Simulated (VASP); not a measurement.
A run of VASP 6.6.1 is set up as follows.

The input POSCAR:

```
NaH
1.0
   -0.1797773728      2.3970316378      2.4809277451
    2.3970316378     -0.1797773728      2.4809277451
    2.2172542650      2.2172542650      0.0000000000
Na H
1 1
Direct
    0.0000000000      0.0000000000      0.0000000000
    0.5000000000      0.5000000000      0.5000000000
```

The input INCAR.step1:

```
PREC = Accurate
ENCUT = 520
ISMEAR = -1
SIGMA = 0.2
LREAL = F
LASPH = T
NELM = 80
NBANDS = 11
GGA = PE
ALGO = Normal
EDIFF = 1E-4
LWAVE = T
LCHARG = F
```

INCAR.step2

```
PREC = Accurate
ENCUT = 520
EDIFF = 1E-7
ISMEAR = -1
SIGMA = 0.2
LREAL = F
LASPH = T
NELM = 80
ALGO = Normal
ISIF = 2
LWAVE = F
LCHARG = F
METAGGA = R2SCAN
LMIXTAU = T
NBANDS = 11
ISTART = 1
```

KPOINTS

```
regular mesh
0
Gamma
  8 8 8
```

Potentials or basis: VASP PAW PBE potentials, release 64 (Na_pv, H).

Command:

```sh
$ cat potpaw_PBE.64/Na_pv/POTCAR potpaw_PBE.64/H/POTCAR > POTCAR
$ cp INCAR.step1 INCAR
$ mpirun -np 1 vasp_std > vasp.out
$ cp INCAR.step2 INCAR
$ mpirun -np 1 vasp_std > vasp.out
```

Task: Estimate the pressure.

Result: -0.8 GPa.

Task: What does it give for the band gap on the k mesh?

Result: 3.79 eV (least direct gap 5.05 eV).

Stress tensor (GPa, compression positive):
```
-0.27  3.80  0.00
 3.80 -0.27  0.00
 0.00  0.00 -1.96
```

Caveat: the cell differs from its parent crystal (engineering shear strain xy -0.1500, normal strain along z +0.0350); the PAW data sets were made with another functional, which shifts forces and pressure a little. A k mesh can miss the band edges.
